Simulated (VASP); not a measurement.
A run of VASP 6.6.1 is set up as follows.

Contents of INCAR:

```
ALGO     = Normal         # electronic algorithm
EDIFF    = 1E-7           # SCF threshold, eV
ENCUT    = 520            # plane-wave cutoff, eV
GGA      = PS             # functional
ISIF     = 2              # what is computed and relaxed
ISMEAR   = 0              # smearing method
LASPH    = T              # aspherical terms in the spheres
LCHARG   = F              # write CHGCAR
LREAL    = F              # projectors in reciprocal space
LWAVE    = F              # write WAVECAR
NBANDS   = 28             # bands
NELM     = 60             # most SCF steps
PREC     = Accurate       # precision mode
SIGMA    = 0.01           # smearing width, eV
```

The input KPOINTS:

```
k-points
0
Gamma
  6 6 6
```

File POSCAR:

```
PbS
1.0
    2.1162910700     -6.0959694436      0.0000000000
    2.1162910700      6.0959694436      0.0000000000
    0.0000000000      0.0000000000      4.3540839820
Pb S
2 2
Direct
    0.8694366500      0.1305633500      0.7500000000
    0.1305633500      0.8694366500      0.2500000000
    0.6452029100      0.3547970900      0.7500000000
    0.3547970900      0.6452029100      0.2500000000
```

Potentials or basis: VASP PAW PBE potentials, release 64 (Pb_d, S).

Run with:

```bash
$ cat potpaw_PBE.64/Pb_d/POTCAR potpaw_PBE.64/S/POTCAR > POTCAR
$ mpirun -np 1 vasp_std > vasp.out
```

Q: Predict the largest force.

A: 0.331 eV/Å.

Q: Estimate the pressure.

A: -4.2 GPa.

Stress tensor (GPa, compression positive):
```
-4.35  0.00  0.00
 0.00 -3.79  0.00
 0.00  0.00 -4.47
```

Caveat: the cell stands under tension; the PAW data sets were made with another functional, which shifts forces and pressure a little.
